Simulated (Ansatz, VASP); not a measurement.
One calculation of PbSe, two programs

The input INCAR:

```
PREC = Accurate
ENCUT = 520
EDIFF = 1E-6
ISMEAR = -1
SIGMA = 0.01
LREAL = False
LASPH = True
NELM = 150
ALGO = Normal
ISIF = 2
LWAVE = False
LCHARG = False
LNONCOLLINEAR = True
MAGMOM = 0 0 0 0 0 0
LORBIT = 11
LSORBIT = True
GGA_COMPAT = False
LORBMOM = True
GGA = RP
IVDW = 13
NBANDS = 32
```

Contents of KPOINTS:

```
Automatic mesh
0
Gamma
  8 8 8
```

The input POSCAR:

```
PbSe
1.0
    0.0000000000      2.9767539910      2.9767539910
    2.9767539910      0.0000000000      2.9767539910
    2.9767539910      2.9767539910      0.0000000000
Pb Se
1 1
Direct
    0.0000000000      0.0000000000      0.0000000000
    0.5000000000      0.5000000000      0.5000000000
```

File input.yaml:

```yaml
crystal:
  lattice:
    - [0.0, 2.976753991, 2.976753991]
    - [2.976753991, 0.0, 2.976753991]
    - [2.976753991, 2.976753991, 0.0]
  atoms:
    - { symbol: Pb, position: [0.0, 0.0, 0.0] }
    - { symbol: Se, position: [0.5, 0.5, 0.5] }
hamiltonian:
  xc: rpbe
  pseudopotentials: { kind: paw_fr }
  dispersion: d4
magnetization:
  noncollinear: true
  spin_orbit: true
kpoints:
  mp_grid: { grid: [8, 8, 8] }
scf:
  occupations: { method: fermi_dirac, width: 0.01 }
output:
  forces: true
  stress: true
  eigenvalues: true
  write_density: true
  write_potential: true
  elf: true
  volumetric_format: npy
```

Change from the starting cell: volume scaled by 0.92.

Alike in both runs: functional RPBE; dispersion D4; k mesh 8 × 8 × 8; occupations fermi-dirac, width 0.01 eV; non-collinear spin, spin-orbit coupling.

```csv
,VASP,Ansatz
version,VASP 6.6.1,Ansatz 0.2.0
potentials or method,"VASP PAW PBE potentials, release 64 (Pb_d, Se)",Ansatz PAW
plane-wave cutoff (eV),520,420
valence electrons in the cell,20,30
task,single point,electrostatic potential
```

|  | VASP | Ansatz | Ansatz less VASP |
| --- | --- | --- | --- |
| pressure (GPa) | 4.9 | 4.7 | -0.15 |
| net moment per atom (μB) | 0.00 | 0.00 | 0.000 |

VASP's potentials were made for PBE, not for RPBE. VASP's potentials hold 20 valence electrons a cell and Ansatz's 30, so a difference there can come from the potentials and not from the codes.
